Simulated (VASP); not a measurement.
# Zr (Fm-3m) in VASP: a series of runs, part 2 of 2

VASP 6.6.1. The steps go on from the part before.

### 4 Single point, PBE (strained)

File INCAR:

```
SYSTEM = Zr
  PREC = Accurate
  ENCUT = 520
  EDIFF = 1E-6
  ISMEAR = 0
  SIGMA = 0.1
  LREAL = .FALSE.
  LASPH = .TRUE.
  NELM = 60
  ALGO = Normal
  ISIF = 2
  LWAVE = .FALSE.
  LCHARG = .FALSE.
  GGA = PE
  NBANDS = 12
```

File KPOINTS:

```
Automatic mesh
0
G
  16 16 16
  0 0 0
```

File POSCAR:

```
Zr
1.0
    0.0000000000      2.2361707500      2.2361707500
    2.2361707500      0.0000000000      2.2361707500
    2.2361707500      2.2361707500      0.0000000000
Zr
1
Direct
    0.0000000000      0.0000000000      0.0000000000
```

Potentials or basis: VASP PAW PBE potentials, release 64 (Zr_sv).

On the command line:

```sh
cat potpaw_PBE.64/Zr_sv/POTCAR > POTCAR
mpirun -np 1 vasp_std > vasp.out
```

OUTCAR:

```text
SYSTEM = Zr
   PREC = Accurate
   ENCUT = 520
   EDIFF = 1E-6
   ISMEAR = 0
   LREAL = .FALSE.
   LASPH = .TRUE.
   NELM = 60
   ISIF = 2
   GGA = PE

 ion  position               nearest neighbor table
   1  0.000  0.000  0.000-

  LATTYP: Found a face centered cubic cell.
 ALAT       =     4.4723415000

  Lattice vectors:

 A1 = (   0.0000000000,   2.2361707500,   2.2361707500)
 A2 = (   2.2361707500,   0.0000000000,   2.2361707500)
 A3 = (   2.2361707500,   2.2361707500,   0.0000000000)

Analysis of symmetry for initial positions (statically):
=====================================================================
 Subroutine PRICEL returns:
 Original cell was already a primitive cell.

 Routine SETGRP: Setting up the symmetry group for a
 face centered cubic supercell.

 Subroutine GETGRP returns: Found 48 space group operations
 (whereof 48 operations were pure point group operations)
 out of a pool of 48 trial point group operations.

The static configuration has the point symmetry O_h .

Analysis of symmetry for dynamics (positions and initial velocities):
=====================================================================
 Subroutine PRICEL returns:
 Original cell was already a primitive cell.

 Routine SETGRP: Setting up the symmetry group for a
 face centered cubic supercell.

 Subroutine GETGRP returns: Found 48 space group operations
 (whereof 48 operations were pure point group operations)
 out of a pool of 48 trial point group operations.

The dynamic configuration has the point symmetry O_h .

 Subroutine INISYM returns: Found 48 space group operations
 (whereof 48 operations are pure point group operations),
 and found     1 'primitive' translations

----------------------------------------------------------------------------------------

                                     Primitive cell

  volume of cell :      22.3638

[... 107 lines left out ...]
  volume/ion in A,a.u.               =      22.36       150.92
  Fermi-wavevector in a.u.,A,eV,Ry     =   1.330312  2.513926 24.078651  1.769731
  Thomas-Fermi vector in A             =   2.459409
   LORBIT       =      0    0 simple, 1 ext, 2 COOP (PROOUT), +10 PAW based schemes
   GGA     = PE    functional components
   LHFCALC =     F    Hartree Fock is set to
   AEXX    =    0.0000 exact exchange contribution
   IVDW    =     0    specifies the selected vdW correction
   LEPSILON=     F    determine dielectric tensor
   LRPA    =     F    only Hartree local field effects (RPA)
 non-spin polarized calculation
 Gauss-broadening in eV      SIGMA  =   0.10
  energy-cutoff  :      520.00
  volume of cell :       22.36
 maximum number of plane-waves:       620
   NGX = 11   NGY = 11   NGZ = 11

 number of electron      12.0000000 magnetization

 Free energy of the ion-electron system (eV)
  ---------------------------------------------------
  ext. energy  EPLUGINS =         0.00000000
  ---------------------------------------------------
  free energy    TOTEN  =        -8.47496133 eV

  energy without entropy =       -8.46594947  energy(sigma->0) =       -8.47045540

 E-fermi :   9.3526     XC(G=0): -11.2657

 val. band max:        9.3461387757   @ k =   0.2500   0.0000   0.0000
 cond. band min:       9.3562410823   @ k =  -0.4375   0.3125   0.1250
 fundamental gap:      0.0101023066
 Fermi energy:         9.3525776840

 k-point     1 :       0.0000    0.0000    0.0000
  band No.  band energies     occupation
      1     -39.2868      2.00000
      2     -16.7439      2.00000
      3     -16.7439      2.00000
      4     -16.7439      2.00000
      5       3.7242      2.00000
      6      10.3336      0.00000
      7      10.3336      0.00000
      8      10.3336      0.00000
      9      12.8746      0.00000
     10      12.8746      0.00000
     11      19.9195      0.00000
     12      24.2482      0.00000
[... 331 lines left out ...]
 k-point    24 :      -0.0625    0.0625    0.0000
  band No.  band energies     occupation
      1     -39.2705      2.00000
      2     -16.8508      2.00000
      3     -16.7745      2.00000
      4     -16.7508      2.00000
      5       4.0706      2.00000
      6      10.0103      0.00000
      7      10.4867      0.00000
      8      10.5149      0.00000
      9      12.5713      0.00000
     10      12.8665      0.00000
     11      20.6527      0.00000
     12      23.1847      0.00000

 [... further k-points ...]
[... 5 lines left out ...]
  --------------------------------------------------------------------------------------
  -------------------------------------------------------------------------------------
  Total        0.4872163      0.4872163      0.4872163     -0.0000000      0.0000000     -0.0000000
  in kB       34.9049903     34.9049903     34.9049903     -0.0000000      0.0000000     -0.0000000
  external PRESSURE =      34.9049903 kB  Pullay stress =       0.0000000 kB

 VOLUME and BASIS-vectors are now :
 -----------------------------------------------------------------------------
  energy-cutoff  :      520.00
  volume of cell :       22.36
      direct lattice vectors                 reciprocal lattice vectors
     0.000000000  2.236170750  2.236170750    -0.223596521  0.223596521  0.223596521
     2.236170750  0.000000000  2.236170750     0.223596521 -0.223596521  0.223596521
     2.236170750  2.236170750  0.000000000     0.223596521  0.223596521 -0.223596521

 POSITION                                       TOTAL-FORCE (eV/Angst)
 -----------------------------------------------------------------------------------
      0.00000      0.00000      0.00000        -0.000000      0.000000      0.000000
 -----------------------------------------------------------------------------------
    total drift:                               -0.000000     -0.000000     -0.000000

  FREE ENERGIE OF THE ION-ELECTRON SYSTEM (eV)
  ---------------------------------------------------
  free  energy   TOTEN  =        -8.4749613264 eV

  energy  without entropy=       -8.4659494657  energy(sigma->0) =       -8.47045540
```

OSZICAR:

```text
N       E                     dE             d eps       ncg     rms          rms(c)
DAV:   1     0.869427752634E+02    0.86943E+02   -0.69416E+03  3488   0.100E+03
DAV:   2    -0.571719640439E+01   -0.92660E+02   -0.89992E+02  4016   0.271E+02
DAV:   3    -0.870433559837E+01   -0.29871E+01   -0.29438E+01  5176   0.412E+01
DAV:   4    -0.878661709656E+01   -0.82281E-01   -0.82217E-01  4020   0.633E+00
DAV:   5    -0.878820847781E+01   -0.15914E-02   -0.15913E-02  5132   0.681E-01    0.109E+01
DAV:   6    -0.851954692961E+01    0.26866E+00   -0.36174E-01  3792   0.561E+00    0.445E+00
DAV:   7    -0.847164369978E+01    0.47903E-01   -0.19439E-01  4196   0.395E+00    0.716E-01
DAV:   8    -0.847497352010E+01   -0.33298E-02   -0.12056E-02  4112   0.128E+00    0.803E-02
DAV:   9    -0.847496929104E+01    0.42291E-05   -0.40285E-04  4436   0.169E-01    0.233E-02
DAV:  10    -0.847496656459E+01    0.27265E-05   -0.13475E-05  4068   0.386E-02    0.750E-03
DAV:  11    -0.847496147120E+01    0.50934E-05   -0.20968E-06  3900   0.132E-02    0.188E-03
DAV:  12    -0.847496132642E+01    0.14478E-06   -0.10084E-07  2064   0.243E-03
   1 F= -.84749613E+01 E0= -.84704554E+01  d E =-.901186E-02
```

Wall time 14 s (1 thread of Intel Xeon 6975P-C, shared host); peak memory 0.16 GiB.

What came out:

```
Free energy            : -8.4750 eV
Pressure               : 3.5 GPa
Band gap on the k mesh : zero (band 6 reaches 10.33 eV, above the bottom of band 7 at 8.94 eV)
```

Caveat: the cell differs from its parent crystal (strained).

### 5 Overview

| cell | gap on the mesh (eV) | pressure (GPa) |
| --- | --- | --- |
| a = 3.098 Å, angles 60.0°, 1 atom | none | 10.4 |
| a = 3.138 Å, angles 60.0°, 1 atom | none | 6.0 |
| a = 3.162 Å, angles 60.0°, 1 atom | none | 3.5 |

Alike in all rows: task single point; level PBE; potentials or basis VASP PAW PBE potentials, release 64 (Zr_sv); no spin polarisation; k mesh 16 × 16 × 16; cutoff (eV) 520; smearing gaussian 0.1 eV.

Absolute energies hang on the potentials; compare differences alone.
